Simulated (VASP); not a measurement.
SiC:

```
CELL_PARAMETERS angstrom
3.09606 0.00000 0.00000
-1.54803 2.68127 0.00000
0.00000 0.00000 10.13734
ATOMIC_POSITIONS crystal
Si 0.00000 0.00000 0.18789
Si 0.00000 0.00000 0.68789
Si 0.33333 0.66667 0.43784
Si 0.66667 0.33333 0.93784
C 0.00000 0.00000 0.00046
C 0.00000 0.00000 0.50046
C 0.33333 0.66667 0.24980
C 0.66667 0.33333 0.74980
```

Base run:

```yaml
Program: VASP 6.6.1
Functional: PBE
Potentials_or_basis: VASP PAW PBE potentials, release 64 (Si, C)
Cutoff: 520 eV
k_mesh: 10 × 10 × 3
Occupations: fermi-dirac, width 0.05 eV
Spin: no spin polarisation
```

Its results: band gap on the k mesh 2.22 eV, indirect (least direct gap 3.34 eV); pressure -0.5 GPa.

Task: The run is repeated on the same cell with these changes: functional from PBE to BLYP; dispersion from none to D4. What comes out?

Result: Band gap on the k mesh 2.53 eV, indirect (least direct gap 3.64 eV); pressure -3.7 GPa.

Several settings changed at once, so the effect can't be laid on one alone.

Caveats: the PAW data sets were made with another functional, which shifts forces and pressure a little (some runs).

A k mesh can miss the band edges.
